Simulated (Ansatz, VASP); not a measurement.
## BaAl2B4: VASP beside Ansatz

Contents of INCAR:

```
ALGO = Normal
EDIFF = 1E-6
ENCUT = 1230
GGA = PE
GGA_COMPAT = False
ISIF = 2
ISMEAR = 0
LASPH = True
LCHARG = False
LREAL = False
LWAVE = False
NBANDS = 23
NELM = 120
PREC = Accurate
SIGMA = 0.1
```

KPOINTS

```
k-points
0
Gamma
  6 6 4
```

The input POSCAR:

```
BaAl2B4
1.0
    1.9196010100     -6.4810170400      0.0000000000
    1.9196010100      6.4810170400      0.0000000000
    0.0000000000      0.0000000000      3.7982354900
Ba Al B
1 2 4
Direct
    0.0000000000      0.0000000000      0.0000000000
    0.5892710100      0.4107289900      0.5000000000
    0.4107289900      0.5892710100      0.5000000000
    0.8103389900      0.1896610100      0.5000000000
    0.1896610100      0.8103389900      0.5000000000
    0.6961080000      0.3038920000      0.0000000000
    0.3038920000      0.6961080000      0.0000000000
```

Input for Ansatz:

```yaml
crystal:
  lattice:
    - [1.91960101, -6.48101704, 0.0]
    - [1.91960101, 6.48101704, 0.0]
    - [0.0, 0.0, 3.79823549]
  atoms:
    - { symbol: Ba, position: [0.0, 0.0, 0.0] }
    - { symbol: Al, position: [0.58927101, 0.41072899, 0.5] }
    - { symbol: Al, position: [0.41072899, 0.58927101, 0.5] }
    - { symbol: B, position: [0.81033899, 0.18966101, 0.5] }
    - { symbol: B, position: [0.18966101, 0.81033899, 0.5] }
    - { symbol: B, position: [0.696108, 0.303892, 0.0] }
    - { symbol: B, position: [0.303892, 0.696108, 0.0] }
basis:
  ecutwfc: 420
kpoints:
  mp_grid: { grid: [6, 6, 4] }
hamiltonian:
  xc: pbe
scf:
  occupations: { method: gaussian, width: 0.1 }
  lower_state_search: "off"
output:
  forces: true
  stress: true
  eigenvalues: true
```

Change from the starting cell: species swapped into the PrRe4Si2 type (Cmmm, No. 65).

Alike in both runs: task single point; functional PBE; k mesh 6 × 6 × 4; occupations gaussian, width 0.1 eV; no spin polarisation.

```csv
,VASP,Ansatz
version,VASP 6.6.1,Ansatz 0.2.0
potentials or method,"VASP PAW PBE potentials, release 64 (Ba_sv, Al, B_h), cutoff 1230 eV","scalar-relativistic, plane waves, PAW"
valence electrons in the cell,28,28
```

```tsv
	VASP	Ansatz	Ansatz less VASP
gap on the k mesh at the Fermi level (eV)	none	none	-
pressure (GPa)	3.3	2.1	-1.20
traceless stress, the component that is largest in VASP (GPa)	-7.52	-7.39	+0.130
rms of the force components (eV/Å)	1.724	1.702	-0.0225
```

Atom by atom the forces differ by 0.031 eV/Å (rms over components). A gap of «none» marks a metal or a gap that the smearing closes. The functional is the same, so the differences come from potentials, cutoffs and numerics.

The k mesh is coarse, so the values compare programs but aren't converged. Neither program's run includes spin-orbit coupling.
